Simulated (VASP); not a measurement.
# HfH3F (Pm-3m) in VASP: single point with PBE

Aim: the single point of HfH3F with PBE.

Program: VASP 6.6.1. These are calculated values, not measurements. Logs are shortened: lines on timing, memory, paths and dates and some standing lists are left out, and cuts for length are marked.

**1. The cell of the first run**

The structure is cubic, space group Pm-3m (No. 221). The conventional cell has a = 3.631 Å, b = 3.631 Å, c = 3.631 Å, α = 90.00°, β = 90.00°, γ = 90.00°. Within 3.4 Å of Hf (site symmetry m-3m) lie 12 H at 2.57 Å and 8 F at 3.14 Å. H (site symmetry 4/mmm) has 2 F at 1.82 Å within 2.4 Å. Within 2.4 Å of F (site symmetry m-3m) lie 6 H at 1.82 Å.

**2. Single point, PBE**

Contents of INCAR:

```
PREC = Accurate
ENCUT = 520
EDIFF = 1E-7
ISMEAR = 0
SIGMA = 0.1
LREAL = F
LASPH = T
NELM = 60
ALGO = Normal
ISIF = 2
LWAVE = F
LCHARG = F
GGA = PE
NBANDS = 18
```

Contents of KPOINTS:

```
Automatic mesh
0
Gamma
  6 6 6
```

Contents of POSCAR:

```
HfH3F
1.0
    3.6314775200      0.0000000000      0.0000000000
    0.0000000000      3.6314775200      0.0000000000
    0.0000000000      0.0000000000      3.6314775200
Hf H F
1 3 1
Direct
    0.0000000000      0.0000000000      0.0000000000
    0.0000000000      0.5000000000      0.5000000000
    0.5000000000      0.5000000000      0.0000000000
    0.5000000000      0.0000000000      0.5000000000
    0.5000000000      0.5000000000      0.5000000000
```

Potentials or basis: VASP PAW PBE potentials, release 64 (Hf_pv, H, F).

Command:

```
> cat potpaw_PBE.64/Hf_pv/POTCAR potpaw_PBE.64/H/POTCAR potpaw_PBE.64/F/POTCAR > POTCAR
> mpirun -np 1 vasp_std > vasp.out
```

OUTCAR:

```text
PREC = Accurate
   ENCUT = 520
   EDIFF = 1E-7
   ISMEAR = 0
   LREAL = F
   LASPH = T
   NELM = 60
   ISIF = 2
   GGA = PE

 ion  position               nearest neighbor table
   1  0.000  0.000  0.000-
   2  0.000  0.500  0.500-
   3  0.500  0.500  0.000-
   4  0.500  0.000  0.500-
   5  0.500  0.500  0.500-

  LATTYP: Found a simple cubic cell.
 ALAT       =     3.6314775200

  Lattice vectors:

 A1 = (   3.6314775200,   0.0000000000,   0.0000000000)
 A2 = (   0.0000000000,   3.6314775200,   0.0000000000)
 A3 = (   0.0000000000,   0.0000000000,   3.6314775200)

Analysis of symmetry for initial positions (statically):
=====================================================================
 Subroutine PRICEL returns:
 Original cell was already a primitive cell.

 Routine SETGRP: Setting up the symmetry group for a
 simple cubic supercell.

 Subroutine GETGRP returns: Found 48 space group operations
 (whereof 48 operations were pure point group operations)
 out of a pool of 48 trial point group operations.

The static configuration has the point symmetry O_h .

Analysis of symmetry for dynamics (positions and initial velocities):
=====================================================================
 Subroutine PRICEL returns:
 Original cell was already a primitive cell.

 Routine SETGRP: Setting up the symmetry group for a
 simple cubic supercell.

 Subroutine GETGRP returns: Found 48 space group operations
 (whereof 48 operations were pure point group operations)
 out of a pool of 48 trial point group operations.

The dynamic configuration has the point symmetry O_h .

 Subroutine INISYM returns: Found 48 space group operations
 (whereof 48 operations are pure point group operations),
 and found     1 'primitive' translations

----------------------------------------------------------------------------------------

                                     Primitive cell

  volume of cell :      47.8906

  direct lattice vectors                    reciprocal lattice vectors
     3.631477520  0.000000000  0.000000000     0.275370010  0.000000000  0.000000000
     0.000000000  3.631477520  0.000000000     0.000000000  0.275370010  0.000000000
     0.000000000  0.000000000  3.631477520     0.000000000  0.000000000  0.275370010

  length of vectors
     3.631477520  3.631477520  3.631477520     0.275370010  0.275370010  0.275370010

  position of ions in fractional coordinates (direct lattice)
     0.000000000  0.000000000  0.000000000
     0.000000000  0.500000000  0.500000000
     0.500000000  0.500000000  0.000000000
     0.500000000  0.000000000  0.500000000
     0.500000000  0.500000000  0.500000000

  ion indices of the primitive-cell ions
   primitive index   ion index
                 1           1
                 2           2
                 3           3
                 4           4
                 5           5

----------------------------------------------------------------------------------------

 KPOINTS: Automatic mesh

Automatic generation of k-mesh.
 Grid dimensions read from file:
 generate k-points for:    6    6    6

 Generating k-lattice:

  Cartesian coordinates                     Fractional coordinates (reciprocal lattice)
     0.045895002  0.000000000  0.000000000     0.166666667  0.000000000  0.000000000
     0.000000000  0.045895002  0.000000000     0.000000000  0.166666667  0.000000000
     0.000000000  0.000000000  0.045895002     0.000000000  0.000000000  0.166666667

  Length of vectors
     0.045895002  0.045895002  0.045895002

  Shift w.r.t. Gamma in fractional coordinates (k-lattice)
     0.000000000  0.000000000  0.000000000

 Subroutine IBZKPT returns following result:
 ===========================================

 Found     20 irreducible k-points:

 Following reciprocal coordinates:
            Coordinates               Weight
  0.000000  0.000000  0.000000      1.000000
  0.166667  0.000000  0.000000      6.000000
  0.333333  0.000000  0.000000      6.000000
  0.500000  0.000000  0.000000      3.000000
  0.166667  0.166667  0.000000     12.000000
  0.333333  0.166667  0.000000     24.000000
[... 12 lines left out ...]
  0.500000  0.500000  0.333333      6.000000
  0.500000  0.500000  0.500000      1.000000
   k-points           NKPTS =     20   k-points in BZ     NKDIM =     20   number of bands    NBANDS=     18
   number of dos      NEDOS =    301   number of ions     NIONS =      5
   total plane-waves  NPLWV =  21952
   dimension x,y,z NGX =    28 NGY =   28 NGZ =   28
   dimension x,y,z NGXF=    56 NGYF=   56 NGZF=   56
   ions per type =               1   3   1
   NGX,Y,Z   is equivalent  to a cutoff of  12.82, 12.82, 12.82 a.u.
   NGXF,Y,Z  is equivalent  to a cutoff of  25.64, 25.64, 25.64 a.u.
 SYSTEM =  unknown system
   PREC   = accura    normal or accurate (medium, high low for compatibility)
   ISTART =      0    job   : 0-new  1-cont  2-samecut
   ICHARG =      2    charge: 1-file 2-atom 10-const
   ISPIN  =      1    spin polarized calculation?
   LNONCOLLINEAR =      F non collinear calculations
   LSORBIT =      F    spin-orbit coupling
   LASPH  =      T    aspherical Exc in radial PAW
   ENCUT  =  520.0 eV  38.22 Ry    6.18 a.u.   6.75  6.75  6.75*2*pi/ulx,y,z
   NELM   =     60;   NELMIN=  2; NELMDL= -5     # of ELM steps
   EDIFF  = 0.1E-06   stopping-criterion for ELM
   LREAL  =      F    real-space projection
   EDIFFG = 0.1E-05   stopping-criterion for IOM
   NSW    =      0    number of steps for IOM
   IBRION =     -1    ionic relax: 0-MD 1-quasi-New 2-CG
   NFREE  =      0    steps in history (QN), initial steepest desc. (CG)
   ISIF   =      2    stress and relaxation
   ISYM   =      2    0-nonsym 1-usesym 2-fastsym
   POTIM  = 0.5000    time-step for ionic-motion
   TEBEG  =    0.0;   TEEND  =   0.0 temperature during run
   PSTRESS=    0.0 pullay stress
   NELECT =      20.0000    total number of electrons
   NUPDOWN=      -1.0000    fix difference up-down
   EMIN   =  10.00;   EMAX   =-10.00  energy-range for DOS
   EFERMI =   0.00;   METHOD = LEGACY
   ISMEAR =     0;   SIGMA  =   0.10  broadening in eV -4-tet -1-fermi 0-gaus
   EFERMI_NEDOS =   21; number of points for ismear=-14 and -15
   IALGO  =     38    algorithm
   IMIX   =      4    mixing-type and parameters
     AMIX     =   0.40;   BMIX     =  1.00
     AMIX_MAG =   1.60;   BMIX_MAG =  1.00
  volume/ion in A,a.u.               =       9.58        64.64
  Fermi-wavevector in a.u.,A,eV,Ry     =   1.223681  2.312421 20.373291  1.497395
  Thomas-Fermi vector in A             =   2.358783
   LORBIT       =      0    0 simple, 1 ext, 2 COOP (PROOUT), +10 PAW based schemes
   GGA     = PE    functional components
   LHFCALC =     F    Hartree Fock is set to
   AEXX    =    0.0000 exact exchange contribution
   IVDW    =     0    specifies the selected vdW correction
   LEPSILON=     F    determine dielectric tensor
   LRPA    =     F    only Hartree local field effects (RPA)
 non-spin polarized calculation
 Gauss-broadening in eV      SIGMA  =   0.10
  energy-cutoff  :      520.00
  volume of cell :       47.89
 maximum number of plane-waves:      1328
 NGX is ok and might be reduce to    28
   NGX = 13   NGY = 13   NGZ = 13

 number of electron      20.0000005 magnetization

 Free energy of the ion-electron system (eV)
  ---------------------------------------------------
  ext. energy  EPLUGINS =         0.00000000
  ---------------------------------------------------
  free energy    TOTEN  =       -19.53142992 eV

  energy without entropy =      -19.52500555  energy(sigma->0) =      -19.52821773

 E-fermi :   2.8863     XC(G=0): -10.3380

 val. band max:        2.8206525103   @ k =   0.5000   0.3333   0.1667
 cond. band min:       3.1508539835   @ k =   0.5000   0.5000   0.1667
 fundamental gap:      0.3302014732
 Fermi energy:         2.8862553422

 k-point     1 :       0.0000    0.0000    0.0000
  band No.  band energies     occupation
      1     -29.1947      2.00000
      2     -29.1947      2.00000
      3     -29.1947      2.00000
      4     -20.2758      2.00000
      5      -3.9752      2.00000
      6      -1.8207      2.00000
[... 10 lines left out ...]
     17      11.1540      0.00000
     18      11.1541      0.00000

 k-point     2 :       0.1667    0.0000    0.0000
  band No.  band energies     occupation
      1     -29.2200      2.00000
      2     -29.1927      2.00000
      3     -29.1927      2.00000
      4     -20.2532      2.00000
      5      -4.1657      2.00000
      6      -1.9753      2.00000
[... 10 lines left out ...]
     17      11.4238      0.00000
     18      11.4238      0.00000

 k-point     3 :       0.3333    0.0000    0.0000
  band No.  band energies     occupation
      1     -29.2703      2.00000
      2     -29.1887      2.00000
      3     -29.1887      2.00000
      4     -20.2086      2.00000
      5      -4.6879      2.00000
      6      -1.8486      2.00000
[... 10 lines left out ...]
     17      11.7041      0.00000
     18      11.7041      0.00000

 k-point     4 :       0.5000    0.0000    0.0000
  band No.  band energies     occupation
      1     -29.2952      2.00000
      2     -29.1867      2.00000
      3     -29.1867      2.00000
      4     -20.1855      2.00000
      5      -4.9468      2.00000
      6      -1.8594      2.00000
[... 291 lines left out ...]
      4     -20.1021      2.00000
      5      -4.1274      2.00000
      6      -3.7688      2.00000
[... 10 lines left out ...]
     17       8.9426      0.00000
     18       9.9771      0.00000

 k-point    19 :       0.5000    0.5000    0.3333
  band No.  band energies     occupation
      1     -29.2733      2.00000
      2     -29.2733      2.00000
      3     -29.2478      2.00000
      4     -20.0866      2.00000
      5      -4.0993      2.00000
      6      -4.0993      2.00000
[... 10 lines left out ...]
     17       9.1329      0.00000
     18       9.1329      0.00000

 k-point    20 :       0.5000    0.5000    0.5000
  band No.  band energies     occupation
      1     -29.2705      2.00000
      2     -29.2705      2.00000
      3     -29.2705      2.00000
      4     -20.0702      2.00000
      5      -4.1478      2.00000
      6      -4.1478      2.00000
[... 10 lines left out ...]
     17       8.6613      0.00000
     18       8.6614      0.00000

------------------------ aborting loop because EDIFF is reached ----------------------------------------

  FORCE on cell =-STRESS in cart. coord.  units (eV):
  Direction    XX          YY          ZZ          XY          YZ          ZX
  --------------------------------------------------------------------------------------
  -------------------------------------------------------------------------------------
  Total       -3.2520659     -3.2520659     -3.2520659     -0.0000000      0.0000000     -0.0000000
  in kB     -108.7977320   -108.7977320   -108.7977320     -0.0000000      0.0000000     -0.0000000
  external PRESSURE =    -108.7977320 kB  Pullay stress =       0.0000000 kB

 VOLUME and BASIS-vectors are now :
 -----------------------------------------------------------------------------
  energy-cutoff  :      520.00
  volume of cell :       47.89
      direct lattice vectors                 reciprocal lattice vectors
     3.631477520  0.000000000  0.000000000     0.275370010  0.000000000  0.000000000
     0.000000000  3.631477520  0.000000000     0.000000000  0.275370010  0.000000000
     0.000000000  0.000000000  3.631477520     0.000000000  0.000000000  0.275370010

 POSITION                                       TOTAL-FORCE (eV/Angst)
 -----------------------------------------------------------------------------------
      0.00000      0.00000      0.00000         0.000000      0.000000      0.000000
      0.00000      1.81574      1.81574         0.000000      0.000000      0.000000
      1.81574      1.81574      0.00000         0.000000      0.000000      0.000000
      1.81574      0.00000      1.81574         0.000000      0.000000      0.000000
      1.81574      1.81574      1.81574         0.000000      0.000000      0.000000
 -----------------------------------------------------------------------------------
    total drift:                                0.000000      0.000000      0.000000

  FREE ENERGIE OF THE ION-ELECTRON SYSTEM (eV)
  ---------------------------------------------------
  free  energy   TOTEN  =       -19.5314299228 eV

  energy  without entropy=      -19.5250055460  energy(sigma->0) =      -19.52821773
```

Wall time 25 s (1 thread of AMD EPYC 7R43 (Zen 3), shared host); peak memory 0.13 GiB.

What came out:

```
Free energy            : -19.5314 eV
Pressure               : -10.9 GPa
Band gap on the k mesh : zero (band 10 reaches 3.60 eV, above the bottom of band 11 at 2.25 eV)
```

Levels at points of the mesh, in eV from the Fermi level:
```csv
k point,band 8,band 9,band 10,band 11,band 12,band 13
"(0.00, 0.00, 0.00)",-4.71,-3.00,-3.00,2.53,2.53,2.53
"(0.50, 0.00, 0.00)",-3.86,-1.26,-0.67,-0.64,1.64,1.64
"(0.50, 0.50, 0.00)",-3.64,-1.76,0.72,0.72,1.25,1.25
"(0.50, 0.50, 0.50)",-0.25,-0.25,-0.25,2.97,2.97,2.97
```

Caveat: spin-orbit coupling is left out, which moves the levels of the heavy elements.
